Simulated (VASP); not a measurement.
Li:

```
Li
1.0
    -1.75465    1.75465    1.75465
     1.75465   -1.75465    1.75465
     1.75465    1.75465   -1.75465
Li
1
Direct
  0.00000 0.00000 0.00000
```

* Program: VASP 6.6.1
* Task: relaxation of cell and atoms
* Functional: PBEsol
* Potentials or basis: VASP PAW PBE potentials, release 64 (Li_sv)
* Cutoff: 600 eV
* k mesh: 22 × 22 × 22
* Occupations: fermi-dirac, width 0.1 eV
* Spin: no spin polarisation

At the start: pressure -0.9 GPa; volume 21.61 Å³/atom.

Problem. Where does the relaxation end?

Solution. Over 4 steps the energy falls by 4.8 meV/atom and the volume is 20.00 Å³/atom (-7.4 %); space group Im-3m (No. 229, to 0.1 Å) before and after.

The path:
```csv
step,energy change (eV),largest force (eV/Å),pressure (GPa),volume (Å³)
1,0.0000,0.0000,-0.90,21.61
2,-0.0019,0.0000,-0.72,21.23
3,-0.0047,0.0000,-0.08,20.14
4,-0.0048,0.0000,0.01,20.00
```

Final structure:
```yaml
crystal:
  lattice:
    - [-1.71008, 1.71008, 1.71008]
    - [1.71008, -1.71008, 1.71008]
    - [1.71008, 1.71008, -1.71008]
  atoms:
    - { symbol: Li, position: [0.00000, 0.00000, 0.00000] }
```

Caveat: the cutoff is under 1.25 times the usual one of these potentials, so pressure, stress and relaxed cells hold a basis-set (Pulay) error; the PAW data sets were made with another functional, which shifts forces and pressure a little.
